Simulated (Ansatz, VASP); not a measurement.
**HfMg3 in VASP and in Ansatz**

The input INCAR:

```
PREC     = Accurate       # precision mode
ENCUT    = 520            # plane-wave cutoff, eV
EDIFF    = 1E-7           # SCF threshold, eV
ISMEAR   = 0              # smearing method
SIGMA    = 0.05           # smearing width, eV
LREAL    = F              # projectors in reciprocal space
LASPH    = T              # aspherical terms in the spheres
NELM     = 100            # most SCF steps
ALGO     = Normal         # electronic algorithm
ISIF     = 2              # what is computed and relaxed
LWAVE    = F              # write WAVECAR
LCHARG   = F              # write CHGCAR
GGA      = PS             # functional
NBANDS   = 16             # bands
```

The input KPOINTS:

```
regular mesh
0
Gamma
  8 8 8
```

File POSCAR:

```
HfMg3
1.0
    4.4351854621      0.0000000000      0.0000000000
    0.0000000000      4.4351854621      0.0000000000
    0.0000000000      0.0000000000      4.4351854621
Hf Mg
1 3
Direct
    0.0000000000      0.0000000000      0.0000000000
    0.0000000000      0.5000000000      0.5000000000
    0.5000000000      0.5000000000      0.0000000000
    0.5000000000      0.0000000000      0.5000000000
```

Input for Ansatz:

```yaml
crystal:
  lattice:
    - [4.4351854621, 0.0, 0.0]
    - [0.0, 4.4351854621, 0.0]
    - [0.0, 0.0, 4.4351854621]
  atoms:
    - { symbol: Hf, position: [0.0, 0.0, 0.0] }
    - { symbol: Mg, position: [0.0, 0.5, 0.5] }
    - { symbol: Mg, position: [0.5, 0.5, 0.0] }
    - { symbol: Mg, position: [0.5, 0.0, 0.5] }
basis:
  ecutwfc: 420
  ecutrho_ratio: 4
kpoints:
  mp_grid: { grid: [8, 8, 8] }
hamiltonian:
  xc: pbesol
scf:
  occupations: { method: gaussian, width: 0.05 }
output:
  forces: true
  stress: true
  eigenvalues: true
  populations: true
```

Alike in both runs: task single point; functional PBEsol; k mesh 8 × 8 × 8; occupations gaussian, width 0.05 eV; no spin polarisation.

```csv
,VASP,Ansatz
version,VASP 6.6.1,Ansatz 0.2.0
potentials or method,"VASP PAW PBE potentials, release 64 (Hf_pv, Mg), cutoff 520 eV","scalar-relativistic, plane waves, PAW"
valence electrons in the cell,16,56
```

```tsv
	VASP	Ansatz	Ansatz less VASP
gap on the k mesh at the Fermi level (eV)	none	none	-
pressure (GPa)	-1.5	-1.5	+0.02
```

VASP's potentials were made for PBE, not for PBEsol. A gap of «none» marks a metal or a gap that the smearing closes. With one functional, cell and mesh, what is left measures potentials, basis and numerics. VASP's potentials hold 16 valence electrons a cell and Ansatz's 56, so a difference there can come from the potentials and not from the codes.

Spin-orbit coupling is off throughout.
